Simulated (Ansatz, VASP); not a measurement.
## N: VASP beside Ansatz

```
N
1.0
    12.00000    0.00000    0.00000
     0.00000   12.00000    0.00000
     0.00000    0.00000   12.00000
N
2
Direct
  0.50000 0.50000 0.45425
  0.50000 0.50000 0.54575
```

Alike in both runs: task single point; functional PBE; k mesh 1 × 1 × 1; no spin polarisation.

|  | VASP | Ansatz |
| --- | --- | --- |
| version | VASP 6.6.1 | Ansatz 0.2.0 |
| potentials or method | VASP PAW PBE potentials, release 64 (N_h) | scalar-relativistic, plane waves, PAW |
| plane-wave cutoff (eV) | 1000 | 420 |
| occupations | gaussian, width 0.01 eV | fixed |
| valence electrons in the cell | 10 | 10 |

```csv
,VASP,Ansatz,Ansatz less VASP
gap on the k mesh at the Fermi level (eV),8.30,8.29,-0.012
rms of the force components (eV/Å),0.388,0.342,-0.0462
```

Atom by atom the forces differ by 0.046 eV/Å (rms over components). Ansatz's warnings: xc potential rough in thin density.
